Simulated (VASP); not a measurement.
Runs of VASP 6.6.1 on Ba. The structure is that of space group Im-3m (No. 229), or close to it. The cells are those of the table. 

| task | cell | k mesh | cutoff (eV) | gap on the mesh (eV) | pressure (GPa) |
| --- | --- | --- | --- | --- | --- |
| single point | a = 4.007 Å, angles 109.5°, 1 atom | 15 × 15 × 15 | 520 | none | (a) |
| single point | a = 4.120 Å, angles 109.5°, 1 atom | 10 × 10 × 10 | 520 | none | 0.1 |
| relaxation of cell and atoms | relaxed from a = 4.330 Å, angles 109.5°, 1 atom | 9 × 9 × 9 | 600 | none | 0.0 |
| single point | a = 3.949 Å, angles 109.5°, 1 atom | 15 × 15 × 15 | 520 | none | (b) |
| single point | a = 4.120 Å, angles 109.5°, 1 atom | 14 × 14 × 14 | 520 | none | 0.1 |
| single point | a = 4.228 Å, angles 109.5°, 1 atom | 15 × 15 × 15 | 520 | none | -0.6 |
| single point | a = 4.120 Å, angles 109.5°, 1 atom | 9 × 9 × 9 | 520 | none | 0.1 |
| single point | a = 4.120 Å, angles 109.5°, 1 atom | 15 × 15 × 15 | 520 | none | 0.1 |
| single point | a = 4.065 Å, angles 109.5°, 1 atom | 15 × 15 × 15 | 520 | none | 0.6 |
| single point | a = 4.175 Å, angles 109.5°, 1 atom | 15 × 15 × 15 | 520 | none | -0.3 |
| single point | a = 4.279 Å, angles 109.5°, 1 atom | 15 × 15 × 15 | 520 | none | -0.9 |

Alike in all rows: level LDA; potentials or basis VASP PAW LDA potentials, release 64 (Ba_sv); no spin polarisation; smearing fermi-dirac 0.1 eV.

**Question.** Estimate the missing entries.

**Answer.** (a) 1.1; (b) 1.7.

Caveats: spin-orbit coupling is left out, which moves the levels of the heavy elements.

A k mesh can miss the band edges, and the runs leave out spin-orbit coupling on Ba.

A gap of «none» marks levels without a gap at the run's occupations.
